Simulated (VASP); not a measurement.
# LiSm (Pm-3m) in VASP: single point with PBE

Aim: the single point of LiSm with PBE.

All numbers are computed with VASP 6.6.1; they aren't measurements. Logs are shortened: lines on timing, memory, paths and dates and some standing lists are left out, and cuts for length are marked.

## Step 1: The cell of the first run

The structure is cubic, space group Pm-3m (No. 221). Conventional cell: a = 3.773 Å, b = 3.773 Å, c = 3.773 Å, α = 90.00°, β = 90.00°, γ = 90.00°. Li (site symmetry m-3m) has 8 Sm at 3.27 Å and 6 Li at 3.77 Å within 4.3 Å. Within 4.3 Å of Sm (site symmetry m-3m) lie 8 Li at 3.27 Å and 6 Sm at 3.77 Å.

## Step 2: Single point, PBE

Input file POSCAR:

```
LiSm
1.0
    3.7733263686      0.0000000000      0.0000000000
    0.0000000000      3.7733263686      0.0000000000
    0.0000000000      0.0000000000      3.7733263686
Li Sm
1 1
Direct
    0.0000000000      0.0000000000      0.0000000000
    0.5000000000      0.5000000000      0.5000000000
```

Input file INCAR.step1:

```
SYSTEM = LiSm
PREC = Accurate
ENCUT = 650
EDIFF = 1E-6
ISMEAR = 0
SIGMA = 0.1
LREAL = .FALSE.
LASPH = .TRUE.
NELM = 200
ALGO = Normal
ISIF = 2
LWAVE = .FALSE.
LCHARG = .TRUE.
LMAXMIX = 6
GGA = PE
NBANDS = 14
GGA_COMPAT = .FALSE.
NEDOS = 2001
LORBIT = 11
```

Input file KPOINTS.step1:

```
regular mesh
0
G
  14 14 14
  0 0 0
```

Input file INCAR.step2:

```
SYSTEM = LiSm
PREC = Accurate
ENCUT = 650
EDIFF = 1E-6
ISMEAR = -5
SIGMA = 0.1
LREAL = .FALSE.
LASPH = .TRUE.
NELM = 200
ALGO = Normal
ISIF = 2
LWAVE = .FALSE.
LCHARG = .FALSE.
LMAXMIX = 6
GGA = PE
LORBIT = 11
NEDOS = 1001
ICHARG = 11
GGA_COMPAT = .FALSE.
```

Input file KPOINTS.step2:

```
regular mesh
0
G
  21 21 21
  0 0 0
```

Potentials or basis: VASP PAW PBE potentials, release 64 (Li_sv, Sm_3), 4f in core.

Launch:

```console
$ cat potpaw_PBE.64/Li_sv/POTCAR potpaw_PBE.64/Sm_3/POTCAR > POTCAR
$ cp INCAR.step1 INCAR
$ cp KPOINTS.step1 KPOINTS
$ mpirun -np 1 vasp_std > vasp.out
$ cp INCAR.step2 INCAR
$ cp KPOINTS.step2 KPOINTS
$ mpirun -np 1 vasp_std > vasp.out
```

OUTCAR:

```text
SYSTEM = LiSm
   PREC = Accurate
   ENCUT = 650
   EDIFF = 1E-6
   ISMEAR = -5
   LREAL = .FALSE.
   LASPH = .TRUE.
   NELM = 200
   ISIF = 2
   GGA = PE
   LORBIT = 11
   ICHARG = 11

 ion  position               nearest neighbor table
   1  0.000  0.000  0.000-
   2  0.500  0.500  0.500-

  LATTYP: Found a simple cubic cell.
 ALAT       =     3.7733263686

  Lattice vectors:

 A1 = (   3.7733263686,   0.0000000000,   0.0000000000)
 A2 = (   0.0000000000,   3.7733263686,   0.0000000000)
 A3 = (   0.0000000000,   0.0000000000,   3.7733263686)

Analysis of symmetry for initial positions (statically):
=====================================================================
 Subroutine PRICEL returns:
 Original cell was already a primitive cell.

 Routine SETGRP: Setting up the symmetry group for a
 simple cubic supercell.

 Subroutine GETGRP returns: Found 48 space group operations
 (whereof 48 operations were pure point group operations)
 out of a pool of 48 trial point group operations.

The static configuration has the point symmetry O_h .

Analysis of symmetry for dynamics (positions and initial velocities):
=====================================================================
 Subroutine PRICEL returns:
 Original cell was already a primitive cell.

 Routine SETGRP: Setting up the symmetry group for a
 simple cubic supercell.

 Subroutine GETGRP returns: Found 48 space group operations
 (whereof 48 operations were pure point group operations)
 out of a pool of 48 trial point group operations.

The dynamic configuration has the point symmetry O_h .

 Subroutine INISYM returns: Found 48 space group operations
 (whereof 48 operations are pure point group operations),
 and found     1 'primitive' translations

----------------------------------------------------------------------------------------

                                     Primitive cell

  volume of cell :      53.7246

  direct lattice vectors                    reciprocal lattice vectors
     3.773326369  0.000000000  0.000000000     0.265018157  0.000000000  0.000000000
     0.000000000  3.773326369  0.000000000     0.000000000  0.265018157  0.000000000
     0.000000000  0.000000000  3.773326369     0.000000000  0.000000000  0.265018157

  length of vectors
     3.773326369  3.773326369  3.773326369     0.265018157  0.265018157  0.265018157

  position of ions in fractional coordinates (direct lattice)
     0.000000000  0.000000000  0.000000000
     0.500000000  0.500000000  0.500000000

  ion indices of the primitive-cell ions
   primitive index   ion index
                 1           1
                 2           2

----------------------------------------------------------------------------------------

 KPOINTS: regular mesh

Automatic generation of k-mesh.
 Grid dimensions read from file:
 generate k-points for:   21   21   21

 Generating k-lattice:

  Cartesian coordinates                     Fractional coordinates (reciprocal lattice)
     0.012619912  0.000000000  0.000000000     0.047619048  0.000000000  0.000000000
     0.000000000  0.012619912  0.000000000     0.000000000  0.047619048  0.000000000
     0.000000000  0.000000000  0.012619912     0.000000000  0.000000000  0.047619048

  Length of vectors
     0.012619912  0.012619912  0.012619912

  Shift w.r.t. Gamma in fractional coordinates (k-lattice)
     0.000000000  0.000000000  0.000000000

 TETIRR: Found   4601 inequivalent tetrahedra from    55566

 Subroutine IBZKPT returns following result:
 ===========================================

 Found    286 irreducible k-points:

 Following reciprocal coordinates:
            Coordinates               Weight
  0.000000  0.000000  0.000000      1.000000
  0.047619  0.000000  0.000000      6.000000
  0.095238  0.000000  0.000000      6.000000
  0.142857  0.000000  0.000000      6.000000
  0.190476  0.000000  0.000000      6.000000
  0.238095  0.000000  0.000000      6.000000
[... 16 lines left out ...]
  0.142857  0.095238  0.000000     24.000000
  0.190476  0.095238  0.000000     24.000000
 [... further k-points ...]
   k-points           NKPTS =    286   k-points in BZ     NKDIM =    286   number of bands    NBANDS=     11
   number of dos      NEDOS =   1001   number of ions     NIONS =      2
   total plane-waves  NPLWV =  32768
   dimension x,y,z NGX =    32 NGY =   32 NGZ =   32
   dimension x,y,z NGXF=    64 NGYF=   64 NGZF=   64
   ions per type =               1   1
   NGX,Y,Z   is equivalent  to a cutoff of  14.10, 14.10, 14.10 a.u.
   NGXF,Y,Z  is equivalent  to a cutoff of  28.20, 28.20, 28.20 a.u.
 SYSTEM =  LiSm
   PREC   = accura    normal or accurate (medium, high low for compatibility)
   ISTART =      0    job   : 0-new  1-cont  2-samecut
   ICHARG =     11    charge: 1-file 2-atom 10-const
   ISPIN  =      1    spin polarized calculation?
   LNONCOLLINEAR =      F non collinear calculations
   LSORBIT =      F    spin-orbit coupling
   LASPH  =      T    aspherical Exc in radial PAW
   ENCUT  =  650.0 eV  47.77 Ry    6.91 a.u.   7.84  7.84  7.84*2*pi/ulx,y,z
   NELM   =    200;   NELMIN=  2; NELMDL=  0     # of ELM steps
   EDIFF  = 0.1E-05   stopping-criterion for ELM
   LREAL  =      F    real-space projection
   EDIFFG = 0.1E-04   stopping-criterion for IOM
   NSW    =      0    number of steps for IOM
   IBRION =     -1    ionic relax: 0-MD 1-quasi-New 2-CG
   NFREE  =      0    steps in history (QN), initial steepest desc. (CG)
   ISIF   =      2    stress and relaxation
   ISYM   =      2    0-nonsym 1-usesym 2-fastsym
   POTIM  = 0.5000    time-step for ionic-motion
   TEBEG  =    0.0;   TEEND  =   0.0 temperature during run
   PSTRESS=    0.0 pullay stress
   NELECT =      14.0000    total number of electrons
   NUPDOWN=      -1.0000    fix difference up-down
   EMIN   =  10.00;   EMAX   =-10.00  energy-range for DOS
   EFERMI =   0.00;   METHOD = LEGACY
   ISMEAR =    -5;   SIGMA  =   0.10  broadening in eV -4-tet -1-fermi 0-gaus
   EFERMI_NEDOS =   21; number of points for ismear=-14 and -15
   IALGO  =     38    algorithm
   IMIX   =      4    mixing-type and parameters
     AMIX     =   0.40;   BMIX     =  1.00
     AMIX_MAG =   1.60;   BMIX_MAG =  1.00
  volume/ion in A,a.u.               =      26.86       181.28
  Fermi-wavevector in a.u.,A,eV,Ry     =   1.045666  1.976023 14.876857  1.093418
  Thomas-Fermi vector in A             =   2.180472
   LORBIT       =     11    0 simple, 1 ext, 2 COOP (PROOUT), +10 PAW based schemes
   GGA     = PE    functional components
   LHFCALC =     F    Hartree Fock is set to
   AEXX    =    0.0000 exact exchange contribution
   IVDW    =     0    specifies the selected vdW correction
   LEPSILON=     F    determine dielectric tensor
   LRPA    =     F    only Hartree local field effects (RPA)
 non-spin polarized calculation
 Fermi weights with tetrahedron method with Bloechl corrections
  energy-cutoff  :      650.00
  volume of cell :       53.72
 maximum number of plane-waves:      2036
 NGX is ok and might be reduce to    32

 number of electron      13.9999998 magnetization

 Free energy of the ion-electron system (eV)
  ---------------------------------------------------
  ext. energy  EPLUGINS =         0.00000000
  ---------------------------------------------------
  free energy    TOTEN  =        -6.24903473 eV

  energy without entropy =       -6.24903473  energy(sigma->0) =       -6.24903473

 E-fermi :   2.0500     XC(G=0):  -8.8247

 val. band max:        2.0669019374   @ k =   0.4762   0.4286   0.1429
 cond. band min:       2.0418537377   @ k =   0.3333   0.2857   0.2857
 fundamental gap:     -0.0250481997
 Fermi energy:         2.0499760693

 k-point     1 :       0.0000    0.0000    0.0000
  band No.  band energies     occupation
      1     -43.4743      2.00000
      2     -39.3406      2.00000
      3     -18.5691      2.00000
      4     -18.5691      2.00000
      5     -18.5691      2.00000
      6      -1.9311      2.00000
      7       1.7934      2.00000
      8       1.7934      2.00000
      9       6.0434      0.00000
     10       6.0434      0.00000
     11       6.0434      0.00000

 k-point     2 :       0.0476    0.0000    0.0000
  band No.  band energies     occupation
      1     -43.4743      2.00000
      2     -39.3402      2.00000
      3     -18.5766      2.00000
      4     -18.5684      2.00000
      5     -18.5684      2.00000
      6      -1.9013      2.00000
      7       1.8050      2.00000
      8       1.8098      2.00000
      9       5.9102      0.00000
     10       5.9102      0.00000
     11       6.0485      0.00000

 k-point     3 :       0.0952    0.0000    0.0000
  band No.  band energies     occupation
      1     -43.4742      2.00000
      2     -39.3390      2.00000
      3     -18.5985      2.00000
      4     -18.5665      2.00000
      5     -18.5665      2.00000
      6      -1.8134      2.00000
      7       1.8391      2.00000
      8       1.8560      2.00000
      9       5.6117      0.00000
     10       5.6117      0.00000
     11       6.0634      0.00000
[... 267 lines left out ...]
 k-point    23 :       0.1429    0.0952    0.0000
  band No.  band energies     occupation
      1     -43.4741      2.00000
      2     -39.3357      2.00000
      3     -18.6299      2.00000
      4     -18.5927      2.00000
      5     -18.5609      2.00000
      6      -1.5538      2.00000
      7       1.9456      2.03122
      8       1.9826      2.06489
      9       4.9108      0.00000
     10       5.2272      0.00000
     11       5.8423      0.00000

 k-point    24 :       0.1905    0.0952    0.0000
  band No.  band energies     occupation
      1     -43.4740      2.00000
      2     -39.3333      2.00000
      3     -18.6728      2.00000
      4     -18.5887      2.00000
      5     -18.5570      2.00000
      6      -1.3682      2.00000
      7       2.0118      2.02711
      8       2.0578      0.65132
      9       4.5955      0.00000
     10       4.9317      0.00000
     11       5.8589      0.00000

 [... further k-points ...]
[... 5 lines left out ...]
  --------------------------------------------------------------------------------------
  -------------------------------------------------------------------------------------
  Total        0.0201665      0.0201665      0.0201665      0.0000000      0.0000000      0.0000000
  in kB        0.6014070      0.6014070      0.6014070      0.0000000      0.0000000      0.0000000
  external PRESSURE =       0.6014070 kB  Pullay stress =       0.0000000 kB

 VOLUME and BASIS-vectors are now :
 -----------------------------------------------------------------------------
  energy-cutoff  :      650.00
  volume of cell :       53.72
      direct lattice vectors                 reciprocal lattice vectors
     3.773326369  0.000000000  0.000000000     0.265018157  0.000000000  0.000000000
     0.000000000  3.773326369  0.000000000     0.000000000  0.265018157  0.000000000
     0.000000000  0.000000000  3.773326369     0.000000000  0.000000000  0.265018157

 POSITION                                       TOTAL-FORCE (eV/Angst)
 -----------------------------------------------------------------------------------
      0.00000      0.00000      0.00000         0.000000      0.000000      0.000000
      1.88666      1.88666      1.88666         0.000000      0.000000      0.000000
 -----------------------------------------------------------------------------------
    total drift:                                0.000000     -0.000000     -0.000000

  FREE ENERGIE OF THE ION-ELECTRON SYSTEM (eV)
  ---------------------------------------------------
  free  energy   TOTEN  =        -6.2490347285 eV

  energy  without entropy=       -6.2490347285  energy(sigma->0) =       -6.24903473

 total charge

# of ion       s       p       d       tot
------------------------------------------
    1        2.049   0.055   0.000   2.104
    2        2.207   5.886   0.846   8.938
--------------------------------------------------
tot          4.255   5.941   0.846  11.042
```

Wall time 53 s (1 thread of Intel Xeon 6975P-C (Granite Rapids), shared host); peak memory 0.38 GiB.

What came out:

```yaml
Valence_electrons_inside_the_program's_atomic_spheres: Li 2.10; Sm 8.94
```

Caveat: spin-orbit coupling is left out, which moves the levels of the heavy elements; the 4f electrons are frozen in the core, so they carry no moment and show no levels; tetrahedron occupations give inexact forces and stress in metals.
